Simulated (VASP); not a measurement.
## CdS: single point with LDA

CdS:

```
Cd S
1.0
     4.15000    0.00000    0.00000
    -2.07500    3.59401    0.00000
     0.00000    0.00000    6.73700
Cd S
2 2
Direct
  0.33333 0.66667 0.00000
  0.66667 0.33333 0.50000
  0.33333 0.66667 0.37500
  0.66667 0.33333 0.87500
```

```yaml
Program: VASP 6.6.1
Task: single point
Functional: LDA
Potentials_or_basis: VASP PAW LDA potentials, release 64 (Cd, S)
Cutoff: 520 eV
k_mesh: 6 × 6 × 4
Occupations: gaussian, width 0.01 eV
Spin: non-collinear spin, zero start, spin-orbit coupling
Starting_moments: "[[0.0, 0.0, 0.0], [0.0, 0.0, 0.0], [0.0, 0.0, 0.0], [0.0, 0.0, 0.0]] μB"
```

```yaml
Pressure: -2.7 GPa
Largest_force: 0.062 eV/Å
Net_moment: 0.00 μB per cell
Valence_electrons_inside_the_program's_atomic_spheres: Cd 10.32; S 3.69
```

Forces on the atoms (eV/Å):
```
Cd   0.000  0.000 -0.062
Cd   0.000  0.000 -0.062
S    0.000  0.000  0.062
S    0.000  0.000  0.062
```

Stress tensor (GPa, compression positive):
```
-2.91  0.00  0.00
 0.00 -2.91  0.00
 0.00  0.00 -2.32
```

Moments on the atoms (μB; x, y, z):
```
Cd  0.00 0.00 0.00
Cd  0.00 0.00 0.00
S   0.00 0.00 0.00
S   0.00 0.00 0.00
```

Wall time 8.2 min on 1 thread of Intel Xeon 8259CL (shared host), peak memory 0.43 GiB.
